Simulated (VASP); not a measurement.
# Be (P6_3/mmc) in VASP: single point with PBE

Aim: the single point of Be with PBE.

All numbers are computed with VASP 6.6.1; they aren't measurements. Logs are shortened: lines on timing, memory, paths and dates and some standing lists are left out, and cuts for length are marked.

## 1. The cell of the first run

It takes space group P6_3/mmc (No. 194, hexagonal). The conventional cell has a = 2.267 Å, b = 2.267 Å, c = 3.553 Å, α = 90.00°, β = 90.00°, γ = 120.00°. Within 2.9 Å of Be (site symmetry -6m2) lie 12 Be at 2.21 to 2.27 Å.

## 2. Single point, PBE, non-collinear spin, zero start, spin-orbit coupling

Contents of POSCAR:

```
Be
1.0
    2.2670826279      0.0000000000      0.0000000000
   -1.1335413140      1.9633511483      0.0000000000
    0.0000000000      0.0000000000      3.5526265268
Be
2
Direct
    0.3333333333      0.6666666667      0.7500000000
    0.6666666667      0.3333333333      0.2500000000
```

Contents of INCAR.step1:

```
SYSTEM = Be
ALGO     = Fast           ! electronic algorithm
EDIFF    = 1E-6           ! SCF threshold, eV
ENCUT    = 520            ! plane-wave cutoff, eV
GGA      = PE             ! functional
GGA_COMPAT= .False.      
ISIF     = 2              ! what is computed and relaxed
ISMEAR   = 0              ! smearing method
LASPH    = .True.         ! aspherical terms in the spheres
LCHARG   = .True.         ! write CHGCAR
LORBMOM  = .True.       
LREAL    = .False.        ! projectors in reciprocal space
LSORBIT  = .True.         ! spin-orbit coupling
LWAVE    = .False.        ! write WAVECAR
MAGMOM   = 0 0 0 0 0 0    ! initial moments
NBANDS   = 16             ! bands
NELM     = 150            ! most SCF steps
PREC     = Accurate       ! precision mode
SIGMA    = 0.05           ! smearing width, eV
```

Contents of KPOINTS.step1:

```
k-points
0
Gamma
  20 20 12
  0 0 0
```

Contents of INCAR.step2:

```
SYSTEM = Be
ALGO     = Fast           ! electronic algorithm
EDIFF    = 1E-6           ! SCF threshold, eV
ENCUT    = 520            ! plane-wave cutoff, eV
GGA      = PE             ! functional
GGA_COMPAT= .False.      
ICHARG   = 11             ! starting density
ISIF     = 2              ! what is computed and relaxed
ISMEAR   = -5             ! smearing method
LASPH    = .True.         ! aspherical terms in the spheres
LCHARG   = .False.        ! write CHGCAR
LORBIT   = 11             ! projections on sites
LORBMOM  = .True.       
LREAL    = .False.        ! projectors in reciprocal space
LSORBIT  = .True.         ! spin-orbit coupling
LWAVE    = .False.        ! write WAVECAR
MAGMOM   = 0 0 0 0 0 0    ! initial moments
NBANDS   = 16             ! bands
NEDOS    = 2001           ! points of the DOS
NELM     = 150            ! most SCF steps
PREC     = Accurate       ! precision mode
SIGMA    = 0.05           ! smearing width, eV
```

Contents of KPOINTS.step2:

```
k-points
0
Gamma
  30 30 18
  0 0 0
```

Potentials or basis: VASP PAW PBE potentials, release 64 (Be).

Command:

```bash
$ cat potpaw_PBE.64/Be/POTCAR > POTCAR
$ cp INCAR.step1 INCAR
$ cp KPOINTS.step1 KPOINTS
$ mpirun -np 1 vasp_ncl > vasp.out
$ cp INCAR.step2 INCAR
$ cp KPOINTS.step2 KPOINTS
$ mpirun -np 1 vasp_ncl > vasp.out
```

OUTCAR:

```text
SYSTEM = Be
   EDIFF = 1E-6
   ENCUT = 520
   GGA = PE
   ICHARG = 11
   ISIF = 2
   ISMEAR = -5
   LASPH = .True.
   LORBIT = 11
   LREAL = .False.
   LSORBIT = .True.
   NELM = 150
   PREC = Accurate

 ion  position               nearest neighbor table
   1  0.333  0.667  0.750-   2 2.21   2 2.21   2 2.21   2 2.21   2 2.21   2 2.21
   2  0.667  0.333  0.250-   1 2.21   1 2.21   1 2.21   1 2.21   1 2.21   1 2.21

  LATTYP: Found a hexagonal cell.
 ALAT       =     2.2670826279
 C/A-ratio  =     1.5670476599

  Lattice vectors:

 A1 = (   2.2670826279,   0.0000000000,   0.0000000000)
 A2 = (  -1.1335413140,   1.9633511483,   0.0000000000)
 A3 = (   0.0000000000,   0.0000000000,   3.5526265268)

Analysis of symmetry for initial positions (statically):
=====================================================================
 Subroutine PRICEL returns:
 Original cell was already a primitive cell.

 Routine SETGRP: Setting up the symmetry group for a
 hexagonal supercell.

 Subroutine GETGRP returns: Found 24 space group operations
 (whereof 12 operations were pure point group operations)
 out of a pool of 24 trial point group operations.

The static configuration has the point symmetry D_3d.
 The point group associated with its full space group is D_6h.

Analysis of symmetry for dynamics (positions and initial velocities):
=====================================================================
 Subroutine PRICEL returns:
 Original cell was already a primitive cell.

 Routine SETGRP: Setting up the symmetry group for a
 hexagonal supercell.

 Subroutine GETGRP returns: Found 24 space group operations
 (whereof 12 operations were pure point group operations)
 out of a pool of 24 trial point group operations.

The dynamic configuration has the point symmetry D_3d.
 The point group associated with its full space group is D_6h.

Analysis of structural, dynamic, and magnetic symmetry:
=====================================================================
 Subroutine PRICEL returns:
 Original cell was already a primitive cell.

 Routine SETGRP: Setting up the symmetry group for a
 hexagonal supercell.

 Subroutine GETGRP returns: Found 24 space group operations
 (whereof 12 operations were pure point group operations)
 out of a pool of 24 trial point group operations.

The overall configuration has the point symmetry D_3d.
 The point group associated with its full space group is D_6h.

 Subroutine INISYM returns: Found 24 space group operations
 (whereof 12 operations are pure point group operations),
 and found     1 'primitive' translations

[... 632 lines left out ...]
 -----------------------------------------------------------------------------------
    total drift:                                0.000000     -0.000000      0.000000

  FREE ENERGIE OF THE ION-ELECTRON SYSTEM (eV)
  ---------------------------------------------------
  free  energy   TOTEN  =        -7.5341496339 eV

  energy  without entropy=       -7.5341496339  energy(sigma->0) =       -7.53414963

 orbital moment (x)

 # of ion     p       tot
 --------------------------------
  1         0.000   0.000
  2         0.000   0.000
 --------------------------------
            0.000   0.000

 orbital moment (y)

 # of ion     p       tot
 --------------------------------
  1         0.000   0.000
  2         0.000   0.000
 --------------------------------
            0.000   0.000

 orbital moment (z)

 # of ion     p       tot
 --------------------------------
  1        -0.000  -0.000
  2        -0.000  -0.000
 --------------------------------
           -0.000  -0.000

 Spin-Orbit-Coupling matrix elements

 Ion:    1  E_soc:     -0.0000004
 l=   1
     0.0000000    -0.0000001    -0.0000001
    -0.0000001     0.0000000    -0.0000001
    -0.0000001    -0.0000001     0.0000000
 l=   2
     0.0000000     0.0000000     0.0000000     0.0000000     0.0000000
     0.0000000     0.0000000     0.0000000     0.0000000     0.0000000
     0.0000000     0.0000000     0.0000000     0.0000000     0.0000000
     0.0000000     0.0000000     0.0000000     0.0000000     0.0000000
     0.0000000     0.0000000     0.0000000     0.0000000     0.0000000
 l=   3
     0.0000000     0.0000000     0.0000000     0.0000000     0.0000000     0.0000000     0.0000000
     0.0000000     0.0000000     0.0000000     0.0000000     0.0000000     0.0000000     0.0000000
     0.0000000     0.0000000     0.0000000     0.0000000     0.0000000     0.0000000     0.0000000
     0.0000000     0.0000000     0.0000000     0.0000000     0.0000000     0.0000000     0.0000000
     0.0000000     0.0000000     0.0000000     0.0000000     0.0000000     0.0000000     0.0000000
     0.0000000     0.0000000     0.0000000     0.0000000     0.0000000     0.0000000     0.0000000
     0.0000000     0.0000000     0.0000000     0.0000000     0.0000000     0.0000000     0.0000000

 Ion:    2  E_soc:     -0.0000004
 l=   1
     0.0000000    -0.0000001    -0.0000001
    -0.0000001     0.0000000    -0.0000001
    -0.0000001    -0.0000001     0.0000000
 l=   2
     0.0000000     0.0000000     0.0000000     0.0000000     0.0000000
     0.0000000     0.0000000     0.0000000     0.0000000     0.0000000
     0.0000000     0.0000000     0.0000000     0.0000000     0.0000000
     0.0000000     0.0000000     0.0000000     0.0000000     0.0000000
     0.0000000     0.0000000     0.0000000     0.0000000     0.0000000
 l=   3
     0.0000000     0.0000000     0.0000000     0.0000000     0.0000000     0.0000000     0.0000000
     0.0000000     0.0000000     0.0000000     0.0000000     0.0000000     0.0000000     0.0000000
     0.0000000     0.0000000     0.0000000     0.0000000     0.0000000     0.0000000     0.0000000
     0.0000000     0.0000000     0.0000000     0.0000000     0.0000000     0.0000000     0.0000000
     0.0000000     0.0000000     0.0000000     0.0000000     0.0000000     0.0000000     0.0000000
     0.0000000     0.0000000     0.0000000     0.0000000     0.0000000     0.0000000     0.0000000
     0.0000000     0.0000000     0.0000000     0.0000000     0.0000000     0.0000000     0.0000000

 total charge

# of ion       s       p       d       tot
------------------------------------------
    1        0.406   0.768   0.000   1.174
    2        0.406   0.768   0.000   1.174
--------------------------------------------------
tot          0.812   1.536   0.000   2.348

 magnetization (x)

# of ion       s       p       d       tot
------------------------------------------
    1       -0.000   0.000   0.000  -0.000
    2       -0.000   0.000   0.000  -0.000
--------------------------------------------------
tot         -0.000   0.000   0.000  -0.000

 magnetization (y)

# of ion       s       p       d       tot
------------------------------------------
    1        0.000   0.000   0.000   0.000
    2        0.000   0.000   0.000   0.000
--------------------------------------------------
tot          0.000   0.000   0.000   0.000

 magnetization (z)

# of ion       s       p       d       tot
------------------------------------------
    1        0.000   0.000   0.000   0.000
    2        0.000   0.000   0.000   0.000
--------------------------------------------------
tot          0.000   0.000   0.000   0.000
```

OUTCAR.step1:

```text
SYSTEM = Be
   EDIFF = 1E-6
   ENCUT = 520
   GGA = PE
   ISIF = 2
   ISMEAR = 0
[... 777 lines left out ...]
     0.0000000     0.0000000     0.0000000     0.0000000     0.0000000     0.0000000     0.0000000
     0.0000000     0.0000000     0.0000000     0.0000000     0.0000000     0.0000000     0.0000000
     0.0000000     0.0000000     0.0000000     0.0000000     0.0000000     0.0000000     0.0000000
     0.0000000     0.0000000     0.0000000     0.0000000     0.0000000     0.0000000     0.0000000
     0.0000000     0.0000000     0.0000000     0.0000000     0.0000000     0.0000000     0.0000000
     0.0000000     0.0000000     0.0000000     0.0000000     0.0000000     0.0000000     0.0000000

=======================================================================

 ========================================================
```

OSZICAR.step1:

```text
N       E                     dE             d eps       ncg     rms          rms(c)
DAV:   1     0.741487020149E+00    0.74149E+00   -0.16257E+03  9856   0.421E+02
DAV:   2    -0.742411603530E+01   -0.81656E+01   -0.78061E+01 13984   0.886E+01
DAV:   3    -0.759823354658E+01   -0.17412E+00   -0.17352E+00 12024   0.832E+00
DAV:   4    -0.759852808586E+01   -0.29454E-03   -0.29453E-03 11616   0.449E-01
DAV:   5    -0.759852851430E+01   -0.42844E-06   -0.42802E-06 11496   0.153E-02    0.122E+00
RMM:   6    -0.755225390121E+01    0.46275E-01   -0.53621E-03  9856   0.863E-01    0.748E-01
RMM:   7    -0.753380971566E+01    0.18444E-01   -0.68531E-03 10878   0.862E-01    0.265E-02
RMM:   8    -0.753381407188E+01   -0.43562E-05   -0.38473E-04 10724   0.205E-01    0.107E-02
RMM:   9    -0.753381834263E+01   -0.42707E-05   -0.16483E-05 11161   0.292E-02    0.354E-03
RMM:  10    -0.753381591923E+01    0.24234E-05   -0.11540E-06 10769   0.847E-03    0.184E-03
RMM:  11    -0.753381546593E+01    0.45330E-06   -0.89228E-08  9870   0.285E-03
   1 F= -.75338155E+01 E0= -.75336633E+01  d E =-.304289E-03  mag=     0.0000     0.0000     0.0000
```

Run time: 3.6 min. Hardware: 1 thread of Intel Xeon Platinum 8559C (Emerald Rapids), shared host; peak memory 0.42 GiB.

What came out:

- Net moment: 0.00 μB per cell
- Valence electrons inside the program's atomic spheres: Be 1.17

Moments on the atoms (μB; x, y, z):
```
Be  0.00 0.00 0.00
Be  0.00 0.00 0.00
```
